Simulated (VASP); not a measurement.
Set up this calculation in VASP 6.6.1, as the native input.

```
Task                   : relaxation of cell and atoms
Functional             : PBEsol
Potentials or basis    : VASP PAW PBE potentials, release 64 (Al)
Cutoff                 : 600 eV
k mesh                 : 9 × 9 × 3
Occupations            : fermi-dirac, width 0.1 eV
Spin                   : no spin polarisation
Dipole correction      : no
Further INCAR settings : ALGO = Normal; EDIFF = 1e-07; IBRION = 2; EDIFFG = -0.05; NSW = 80; ISIF = 3
```

The structure of Al lies in POSCAR:

```
Al
1.0
    2.8270770000      0.0000000000      0.0000000000
   -1.4135385000      2.4483205005      0.0000000000
    0.0000000000      0.0000000000      9.1859930000
Al
4
Direct
    0.0000000000      0.0000000000      0.0000000000
    0.0000000000      0.0000000000      0.5000000000
    0.3333333333      0.6666666667      0.2500000000
    0.6666666667      0.3333333333      0.7500000000
```

The input as run:

INCAR

```
ALGO = Normal
EDIFF = 1E-7
EDIFFG = -0.05
ENCUT = 600
GGA = PS
IBRION = 2
ISIF = 3
ISMEAR = -1
LASPH = True
LCHARG = False
LREAL = False
LWAVE = False
NELM = 60
NSW = 80
PREC = Accurate
SIGMA = 0.1
```

KPOINTS

```
k-points
0
Gamma
  9 9 3
```

Potentials or basis: VASP PAW PBE potentials, release 64 (Al).

Launch:

```bash
$ cat potpaw_PBE.64/Al/POTCAR > POTCAR
$ mpirun -np 1 vasp_std > vasp.out
```

It gave:

The relaxed volume is 16.24 Å³/atom, the relaxed cell is a = 2.829 Å, b = 2.829 Å, c = 9.374 Å, α = 90.00°, β = 90.00°, γ = 120.00° and the space group after relaxing (to 0.05 Å) is P6_3/mmc (No. 194). The energy gained by relaxing is 3.7 meV/atom. The ionic steps are 4 and the pressure after relaxing is -0.1 GPa. The band gap on the k mesh is zero (band 6 reaches 11.88 eV, above the bottom of band 7 at 6.80 eV).

Caveat: the PAW data sets were made with another functional, which shifts forces and pressure a little.

Wall time 89 s on 1 thread of AMD EPYC 7R13 (shared host), peak memory 0.17 GiB.
